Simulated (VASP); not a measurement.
Set up this calculation in VASP 6.6.1, as the native input.

```yaml
Task: single point
Functional: PBE
Potentials_or_basis: VASP PAW PBE potentials, release 64 (Hg, Te)
Cutoff: 520 eV
k_mesh: 7 × 7 × 7
Occupations: fermi-dirac, width 0.05 eV
Spin: no spin polarisation
Dipole_correction: no
Further_INCAR_settings: ALGO = Normal; EDIFF = 1e-06; NBANDS = 16
```

The structure of HgTe (Coloradoite) lies in POSCAR:

```
HgTe
1.0
    0.0000000000      3.3258454577      3.3258454577
    3.3258454577      0.0000000000      3.3258454577
    3.3258454577      3.3258454577      0.0000000000
Hg Te
1 1
Direct
    0.0000000000      0.0000000000      0.0000000000
    0.7500000000      0.7500000000      0.7500000000
```

The input as run:

INCAR

```
SYSTEM = HgTe
PREC = Accurate
ENCUT = 520
EDIFF = 1E-6
ISMEAR = -1
SIGMA = 0.05
LREAL = .False.
LASPH = .True.
NELM = 60
ALGO = Normal
ISIF = 2
LWAVE = .False.
LCHARG = .False.
GGA = PE
NBANDS = 16
```

KPOINTS

```
regular mesh
0
Gamma
  7 7 7
  0 0 0
```

Potentials or basis: VASP PAW PBE potentials, release 64 (Hg, Te).

Run with:

```sh
$ cat potpaw_PBE.64/Hg/POTCAR potpaw_PBE.64/Te/POTCAR > POTCAR
$ mpirun -np 1 vasp_std > vasp.out
```

It gave:

```yaml
Pressure: 0.1 GPa
Band_gap_on_the_k_mesh: zero (filled and empty bands touch)
```

Caveat: spin-orbit coupling is left out, which moves the levels of the heavy elements.

Run time: 39 s on 1 thread of Intel(R) Xeon(R) Platinum 8488C (Sapphire Rapids), with other jobs on the host, peak memory 0.21 GiB.
